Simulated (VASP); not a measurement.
# Ag in VASP: further runs, part 2 of 2

VASP 6.6.1. The steps go on from the part before.

### Step 4. Single point, PBE

This run uses another cell than the first one: it holds 6 atoms, not 1.

Contents of INCAR:

```
SYSTEM = Ag
ALGO = Normal
EDIFF = 1E-6
ENCUT = 520
GGA = PE
ISIF = 2
ISMEAR = 0
LASPH = .True.
LCHARG = .False.
LREAL = .False.
LWAVE = .False.
NBANDS = 42
NELM = 100
PREC = Accurate
SIGMA = 0.1
```

Contents of KPOINTS:

```
k-points
0
Gamma
  4 4 4
  0 0 0
```

Contents of POSCAR:

```
Ag
1.0
    5.1190239148      0.0000000000     -0.0662646755
    0.0000000000      4.8700351378      0.0000000000
   -2.3616857386      0.0000000000      4.3803209370
Ag
6
Direct
    0.0000000000      0.0000000000      0.0000000000
    0.0000000000      0.5000000000      0.5000000000
    0.3332804147      0.5002009939      0.1665854136
    0.6667195853      1.0002009939      0.3334145864
    0.6667195853      0.4997990061      0.8334145864
    0.3332804147     -0.0002009939      0.6665854136
```

Potentials or basis: VASP PAW PBE potentials, release 64 (Ag).

Run with:

```console
$ cat potpaw_PBE.64/Ag/POTCAR > POTCAR
$ mpirun -np 1 vasp_std > vasp.out
```

OUTCAR:

```text
SYSTEM = Ag
   EDIFF = 1E-6
   ENCUT = 520
   GGA = PE
   ISIF = 2
   ISMEAR = 0
   LASPH = .True.
   LREAL = .False.
   NELM = 100
   PREC = Accurate

 ion  position               nearest neighbor table
   1  0.000  0.000  0.000-   3 2.85   5 2.85   3 2.86   5 2.86   4 2.90   6 2.90   4 2.90   6 2.90
                             4 2.98   6 2.98   2 3.48   2 3.48   2 3.48   2 3.48
   2  0.000  0.500  0.500-   4 2.85   6 2.85   4 2.86   6 2.86   5 2.90   3 2.90   5 2.90   3 2.90
                             5 2.98   3 2.98   1 3.48   1 3.48   1 3.48   1 3.48
   3  0.333  0.500  0.167-   1 2.85   4 2.86   4 2.86   1 2.86   5 2.90   2 2.90   2 2.90   5 2.90
                             5 2.98   2 2.98   6 3.48   6 3.48   6 3.48   6 3.48
   4  0.667  0.000  0.333-   2 2.85   3 2.86   3 2.86   2 2.86   6 2.90   1 2.90   1 2.90   6 2.90
                             6 2.98   1 2.98   5 3.48   5 3.48   5 3.48   5 3.48
   5  0.667  0.500  0.833-   1 2.85   6 2.86   6 2.86   1 2.86   3 2.90   2 2.90   2 2.90   3 2.90
                             3 2.98   2 2.98   4 3.48   4 3.48   4 3.48   4 3.48
   6  0.333  1.000  0.667-   2 2.85   5 2.86   5 2.86   2 2.86   4 2.90   1 2.90   1 2.90   4 2.90
                             4 2.98   1 2.98   3 3.48   3 3.48   3 3.48   3 3.48

  LATTYP: Found a simple monoclinic cell.
 ALAT       =     4.9764215094
 B/A-ratio  =     0.9786219131
 C/A-ratio  =     1.0287417933
 COS(beta)  =    -0.4859285855

  Lattice vectors:

 A1 = (  -2.3616857386,   0.0000000000,   4.3803209370)
 A2 = (   0.0000000000,  -4.8700351378,   0.0000000000)
 A3 = (   5.1190239148,   0.0000000000,  -0.0662646755)

Analysis of symmetry for initial positions (statically):
=====================================================================
 Subroutine PRICEL returns:
 Original cell was already a primitive cell.

 Routine SETGRP: Setting up the symmetry group for a
 simple monoclinic supercell.

 Subroutine GETGRP returns: Found  4 space group operations
 (whereof  2 operations were pure point group operations)
[... 142 lines left out ...]
   EFERMI_NEDOS =   21; number of points for ismear=-14 and -15
   IALGO  =     38    algorithm
   IMIX   =      4    mixing-type and parameters
     AMIX     =   0.40;   BMIX     =  1.00
     AMIX_MAG =   1.60;   BMIX_MAG =  1.00
  volume/ion in A,a.u.               =      18.07       121.96
  Fermi-wavevector in a.u.,A,eV,Ry     =   1.387379  2.621765 26.188756  1.924819
  Thomas-Fermi vector in A             =   2.511605
   LORBIT       =      0    0 simple, 1 ext, 2 COOP (PROOUT), +10 PAW based schemes
   GGA     = PE    functional components
   LHFCALC =     F    Hartree Fock is set to
   AEXX    =    0.0000 exact exchange contribution
   IVDW    =     0    specifies the selected vdW correction
   LEPSILON=     F    determine dielectric tensor
   LRPA    =     F    only Hartree local field effects (RPA)
 non-spin polarized calculation
 Gauss-broadening in eV      SIGMA  =   0.10
  energy-cutoff  :      520.00
  volume of cell :      108.44
 maximum number of plane-waves:      2950
 NGX is ok and might be reduce to    40

 number of electron      65.9999988 magnetization

 Free energy of the ion-electron system (eV)
  ---------------------------------------------------
  ext. energy  EPLUGINS =         0.00000000
  ---------------------------------------------------
  free energy    TOTEN  =       -16.15481307 eV

  energy without entropy =      -16.14693989  energy(sigma->0) =      -16.15087648

 E-fermi :   7.6571     XC(G=0): -11.8596

 val. band max:        7.5952553442   @ k =  -0.2500   0.2500   0.2500
 cond. band min:       7.7581968629   @ k =   0.2500   0.2500   0.2500
 fundamental gap:      0.1629415187
 Fermi energy:         7.6571000308

 k-point     1 :       0.0000    0.0000    0.0000
  band No.  band energies     occupation
      1       0.3015      2.00000
      2       1.5784      2.00000
      3       2.3622      2.00000
      4       2.3634      2.00000
      5       2.4637      2.00000
      6       2.4643      2.00000
[... 1069 lines left out ...]
     41      15.9721      0.00000
     42      15.9721      0.00000

 [... further k-points ...]
[... 5 lines left out ...]
  --------------------------------------------------------------------------------------
  -------------------------------------------------------------------------------------
  Total       -0.1423599     -0.0810334     -0.1933663      0.0000000      0.0000000      0.0354569
  in kB       -2.1033657     -1.1972671     -2.8569843      0.0000000      0.0000000      0.5238745
  external PRESSURE =      -2.0525390 kB  Pullay stress =       0.0000000 kB

 VOLUME and BASIS-vectors are now :
 -----------------------------------------------------------------------------
  energy-cutoff  :      520.00
  volume of cell :      108.44
      direct lattice vectors                 reciprocal lattice vectors
     5.119023915  0.000000000 -0.066264675     0.196722726  0.000000000  0.106064661
     0.000000000  4.870035138  0.000000000     0.000000000  0.205337327  0.000000000
    -2.361685739  0.000000000  4.380320937     0.002975985  0.000000000  0.229898301

 POSITION                                       TOTAL-FORCE (eV/Angst)
 -----------------------------------------------------------------------------------
      0.00000      0.00000      0.00000        -0.000000      0.000000      0.000000
     -1.18084      2.43502      2.19016        -0.000000      0.000000      0.000000
      1.31265      2.43600      0.70761         0.000907     -0.002057      0.002238
      2.62553      0.00098      1.41628        -0.000907     -0.002057     -0.002238
      1.44469      2.43404      3.60644        -0.000907      0.002057     -0.002238
      0.13181      4.86906      2.89777         0.000907      0.002057      0.002238
 -----------------------------------------------------------------------------------
    total drift:                                0.000000      0.000000     -0.000000

  FREE ENERGIE OF THE ION-ELECTRON SYSTEM (eV)
  ---------------------------------------------------
  free  energy   TOTEN  =       -16.1548130743 eV

  energy  without entropy=      -16.1469398929  energy(sigma->0) =      -16.15087648
```

stdout:

```text
POSCAR found type information on POSCAR Ag
 POSCAR found :  1 types and       6 ions
 scaLAPACK will be used
 LDA part: xc-table for (Slater+PW92), standard interpolation
 POSCAR, INCAR and KPOINTS ok, starting setup
 FFT: planning ... GRIDC
 FFT: planning ... GRID_SOFT
 FFT: planning ... GRID
 WAVECAR not read
 entering main loop
```

Run time: 87 s. Hardware: 1 thread of Intel Xeon Platinum 8259CL at 2.50GHz (Skylake/Cascade Lake), shared host; peak memory 0.27 GiB.

Results:

```yaml
Free_energy: -16.1548 eV
Pressure: -0.2 GPa
Largest_force: 0.003 eV/Å
Band_gap_on_the_k_mesh: zero (band 33 reaches 11.70 eV, above the bottom of band 34 at 5.81 eV)
```

Forces in eV/Å, atoms in the order of the input:
```
Ag   0.000  0.000  0.000
Ag   0.000  0.000  0.000
Ag   0.001 -0.002  0.002
Ag  -0.001 -0.002 -0.002
Ag  -0.001  0.002 -0.002
Ag   0.001  0.002  0.002
```

Stress tensor (GPa, compression positive):
```
-0.21  0.00  0.05
 0.00 -0.12  0.00
 0.05  0.00 -0.29
```

Levels at points of the mesh, in eV from the Fermi level:
```
           k point  band 31  band 32  band 33  band 34  band 35  band 36
(0.00, 0.00, 0.00)    -2.66    -0.37     2.73     2.73     3.09     3.40
(0.50, 0.00, 0.00)    -2.72    -2.69    -0.57     2.67     3.62     3.62
(0.00, 0.50, 0.00)    -2.98    -2.98     4.04     4.04     4.04     4.04
(0.50, 0.50, 0.00)    -1.68    -1.68    -1.68    -1.68     2.35     2.35
(0.00, 0.00, 0.50)    -2.90    -2.90     0.74     0.74     3.36     3.36
(0.50, 0.00, 0.50)    -2.90    -2.90     0.74     0.74     3.37     3.37
(0.00, 0.50, 0.50)    -1.85    -1.85    -1.85    -1.85     0.45     0.45
(0.50, 0.50, 0.50)    -1.85    -1.85    -1.85    -1.85     0.45     0.45
```

Caveat: the k points lie up to 0.36 Å⁻¹ apart.

### Step 5. Single point, PBE

This run uses another cell than the first one, of 18.00 Å³/atom, 1.007 times its volume.

Contents of INCAR:

```
ALGO = Normal
EDIFF = 1E-6
ENCUT = 520
GGA = PE
ISIF = 2
ISMEAR = 0
LASPH = T
LCHARG = F
LREAL = F
LWAVE = F
NBANDS = 12
NELM = 100
PREC = Accurate
SIGMA = 0.1
```

Contents of KPOINTS:

```
k-points
0
Gamma
  24 24 24
```

Contents of POSCAR:

```
Ag
1.0
   -1.7075186210      1.7075186210      1.5436311821
    1.7075186210     -1.7075186210      1.5436311821
    1.7075186210      1.7075186210     -1.5436311821
Ag
1
Direct
    0.0000000000      0.0000000000      0.0000000000
```

Run with:

```console
$ cat potpaw_PBE.64/Ag/POTCAR > POTCAR
$ mpirun -np 1 vasp_std > vasp.out
```

It took 99 s on 1 thread of Intel Xeon Platinum 8259CL at 2.50GHz (Skylake/Cascade Lake), shared host; peak memory 0.33 GiB.

It converged, with:

```yaml
Free_energy: -2.6884 eV
Pressure: -0.1 GPa
```

Levels at points of the mesh, in eV from the Fermi level:
| k point | band 4 | band 5 | band 6 | band 7 | band 8 | band 9 |
| --- | --- | --- | --- | --- | --- | --- |
| (0.00, 0.00, 0.00) | -4.57 | -3.85 | -3.34 | 17.06 | 17.06 | 19.07 |
| (0.50, 0.00, 0.00) | -3.16 | -2.63 | 0.26 | 4.21 | 12.64 | 13.30 |
| (0.50, 0.50, 0.00) | -3.56 | -2.68 | -0.33 | 3.20 | 14.29 | 15.63 |
| (0.50, 0.50, 0.50) | -2.88 | -2.75 | 5.81 | 5.81 | 8.76 | 11.19 |

### Step 6. The runs side by side

```csv
task,cell,k mesh,cutoff (eV),gap on the mesh (eV),pressure (GPa),relaxed volume (Å³/atom)
relaxation of cell and atoms,"relaxed from a = 2.908 Å, angles 118.1, 118.1, 93.4°, 1 atom",26 × 26 × 26,600,none,-0.1,17.82
relaxation of cell and atoms,"relaxed from a = 2.878 Å, angles 105.6, 105.6, 117.6°, 1 atom",24 × 24 × 24,600,none,0.0,17.98
single point,"a = 5.119, b = 4.870, c = 4.976 Å, angles 90.0, 119.1, 90.0°, 6 atoms",4 × 4 × 4,520,none,-0.2,-
single point,"a = 2.866 Å, angles 106.9, 106.9, 114.8°, 1 atom",24 × 24 × 24,520,none,-0.1,-
```

Alike in all rows: level PBE; potentials or basis VASP PAW PBE potentials, release 64 (Ag); no spin polarisation; smearing gaussian 0.1 eV.

Caveats: some runs use coarse meshes.

Absolute energies hang on the potentials; compare differences alone.
